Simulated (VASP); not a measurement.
Here is a VASP 6.6.1 calculation.

The input INCAR:

```
PREC     = Accurate       # precision mode
ENCUT    = 520            # plane-wave cutoff, eV
EDIFF    = 1E-6           # SCF threshold, eV
ISMEAR   = -1             # smearing method
SIGMA    = 0.01           # smearing width, eV
LREAL    = Auto         
LASPH    = True           # aspherical terms in the spheres
NELM     = 120            # most SCF steps
ALGO     = Normal         # electronic algorithm
ISIF     = 2              # what is computed and relaxed
LWAVE    = False          # write WAVECAR
LCHARG   = True           # write CHGCAR
GGA      = PE             # functional
LELF     = True           # ELF
LVHAR    = True         
NELECT   = 600.0        
NBANDS   = 344            # bands
GGA_COMPAT= False
```

KPOINTS

```
Automatic mesh
0
Gamma
  1 1 1
  0.25 0.25 0.25
```

POSCAR

```
K15Ta16O48
1.0
    0.0000000000      8.0464028700      8.0464028700
    8.0464028700      0.0000000000      8.0464028700
    8.0464028700      8.0464028700      0.0000000000
K Ta O
15 16 48
Direct
    0.1281887100      0.1223125600      0.1218270800
    0.3776970000      0.3710299900      0.3736392900
    0.1279966800      0.1215581100      0.6227285900
    0.3778229200      0.3729472000      0.8716779000
    0.1275955300      0.6212359900      0.1238669300
    0.1280706700      0.6232669100      0.6215539100
    0.3776950800      0.8712556600      0.8739083400
    0.6279446300      0.1223059700      0.1218398700
    0.8779152900      0.3710379200      0.3736329700
    0.6278928700      0.1207232000      0.6237912100
    0.8775150700      0.3733388600      0.8719089900
    0.6276258000      0.6206618600      0.1243524600
    0.8778127400      0.8730027700      0.3716314900
    0.6273775700      0.6232861900      0.6215450600
    0.8774136400      0.8712865700      0.8739071800
    0.0061009100     -0.0137659300      0.0018522900
    0.2570394400      0.2477971000      0.2384092500
    0.0099958100     -0.0000109200      0.4861521000
    0.2564449400      0.2368614200      0.7517496700
    0.0059533200      0.5017807900     -0.0116513000
    0.2572366200      0.7375649200      0.2536923800
    0.0055663400      0.4881046600      0.5010515500
    0.2570310800      0.7531191600      0.7331062600
    0.5041439400     -0.0150187900      0.0070046400
    0.7554623700      0.2501781400      0.2391820800
    0.5041502700     -0.0000281100      0.4861531900
    0.7552266200      0.2368658900      0.7517481900
    0.5042103400      0.5017738600     -0.0116465800
    0.7518051600      0.7375562800      0.2536824200
    0.5048939200      0.4891984800      0.5013002300
    0.7548285000      0.7526423100      0.7379925200
    0.1226026800      0.3733499600      0.1309688400
    0.3720883400      0.1262319100      0.3796922200
    0.1222372600      0.1262518300      0.3796978200
    0.3733471800      0.3733551600      0.1309642700
    0.1232241500      0.3769257600      0.3768894900
    0.3743473500      0.1295226700      0.1220202800
    0.1235109500      0.3810069400      0.6235320300
    0.3736159700      0.1298437700      0.8737583400
    0.1220539800      0.1310175400      0.8735325300
    0.3721614800      0.3802826800      0.6244494600
    0.1229337300      0.3772227000      0.8770455400
    0.3730878200      0.1265066500      0.6268013700
    0.1238803300      0.8803868100      0.1230190200
    0.3741542300      0.6270691100      0.3747387800
    0.1220938900      0.6310167900      0.3738922100
    0.3718988200      0.8794829300      0.1224710400
    0.1212994900      0.8767083100      0.3755460200
    0.3726581100      0.6263300500      0.1279529600
    0.1200001700      0.8740545500      0.6317884800
    0.3723563900      0.6239958500      0.8802188200
    0.1237012500      0.6240126400      0.8802329700
    0.3744327700      0.8740559200      0.6318137400
    0.1238770000      0.8766790400      0.8758386600
    0.3735977900      0.6241432900      0.6289372600
    0.6221766400      0.3730591100      0.1316914600
    0.8729184800      0.1227009000      0.3813146200
    0.6233164100      0.1227033300      0.3813258900
    0.8733290100      0.3730670200      0.1317027300
    0.6231052500      0.3754562800      0.3785868000
    0.8732805100      0.1268715800      0.1268162100
    0.6233846000      0.3803066300      0.6244349400
    0.8736659500      0.1310233900      0.8735258800
    0.6230476200      0.1298586400      0.8737580700
    0.8722148700      0.3810144200      0.6235415100
    0.6230599400      0.3772061800      0.8770638200
    0.8738707200      0.1265062400      0.6267953500
    0.6264113700      0.8794982800      0.1224590100
    0.8732616700      0.6310437300      0.3738810200
    0.6243420000      0.6270445000      0.3747269700
    0.8729890000      0.8803888600      0.1230156000
    0.6266874100      0.8766941100      0.3755431900
    0.8733261500      0.6263390100      0.1279382300
    0.6220956500      0.8734484800      0.6310281900
    0.8719095900      0.6235045400      0.8818256400
    0.6230378600      0.6235081200      0.8818379900
    0.8736926200      0.8734657100      0.6310530200
    0.6226955500      0.8767755200      0.8780840000
    0.8728120200      0.6271486700      0.6275069400
```

Potentials or basis: VASP PAW PBE potentials, release 64 (K_sv, Ta_pv, O).

Run with:

```sh
$ cat potpaw_PBE.64/K_sv/POTCAR potpaw_PBE.64/Ta_pv/POTCAR potpaw_PBE.64/O/POTCAR > POTCAR
$ mpirun -np 1 vasp_std > vasp.out
```

Problem. Predict the largest force.

Solution. 0.408 eV/Å.

Forces on the atoms (eV/Å):
```
K    0.013 -0.004  0.002
K    0.013 -0.004  0.004
K    0.014 -0.003  0.002
K    0.013  0.004 -0.003
K    0.010 -0.004  0.002
K    0.016 -0.004 -0.005
K    0.012 -0.007  0.004
K    0.012 -0.004  0.004
K    0.013 -0.005  0.004
K    0.014 -0.001 -0.005
K    0.014  0.005 -0.005
K    0.012 -0.001 -0.001
K    0.013  0.005 -0.004
K    0.016  0.004  0.001
K    0.013 -0.005  0.006
Ta   0.316 -0.164  0.164
Ta   0.347  0.129 -0.128
Ta   0.342  0.122 -0.171
Ta   0.322 -0.166  0.158
Ta   0.332  0.151 -0.153
Ta   0.310 -0.200  0.130
Ta   0.316 -0.163  0.164
Ta   0.336  0.164 -0.164
Ta   0.299 -0.195  0.195
Ta   0.332  0.153 -0.154
Ta   0.344  0.170 -0.121
Ta   0.323 -0.158  0.165
Ta   0.332  0.153 -0.152
Ta   0.312 -0.132  0.199
Ta   0.330 -0.135  0.135
Ta   0.331  0.151 -0.151
O   -0.079 -0.103  0.047
O   -0.088 -0.104  0.041
O   -0.088 -0.040  0.106
O   -0.079 -0.045  0.101
O   -0.205  0.008 -0.007
O   -0.182  0.025 -0.023
O   -0.067  0.119 -0.049
O   -0.061  0.130 -0.049
O   -0.071  0.049 -0.113
O   -0.074  0.046 -0.101
O   -0.202  0.005 -0.005
O   -0.203 -0.003 -0.004
O   -0.067  0.134 -0.046
O   -0.066  0.121 -0.037
O   -0.067  0.056 -0.102
O   -0.061  0.064 -0.114
O   -0.196  0.023  0.015
O   -0.186  0.009  0.008
O   -0.075 -0.096  0.050
O   -0.072 -0.115  0.048
O   -0.073 -0.048  0.116
O   -0.075 -0.051  0.095
O   -0.188 -0.003  0.005
O   -0.211 -0.014  0.016
O   -0.071 -0.114  0.046
O   -0.072 -0.100  0.053
O   -0.072 -0.052  0.101
O   -0.071 -0.046  0.115
O   -0.191 -0.008  0.008
O   -0.203  0.003 -0.003
O   -0.074  0.104 -0.046
O   -0.071  0.116 -0.048
O   -0.062  0.049 -0.132
O   -0.067  0.049 -0.118
O   -0.203  0.005 -0.004
O   -0.201  0.004  0.003
O   -0.061  0.116 -0.064
O   -0.067  0.105 -0.056
O   -0.065  0.036 -0.122
O   -0.067  0.045 -0.134
O   -0.195 -0.015 -0.022
O   -0.187 -0.007 -0.009
O   -0.077 -0.121  0.043
O   -0.076 -0.114  0.046
O   -0.077 -0.046  0.114
O   -0.077 -0.042  0.122
O   -0.183  0.008 -0.008
O   -0.199  0.004 -0.003
```

Caveat: the cell carries a net charge on a neutralising background, which shifts energy and pressure.
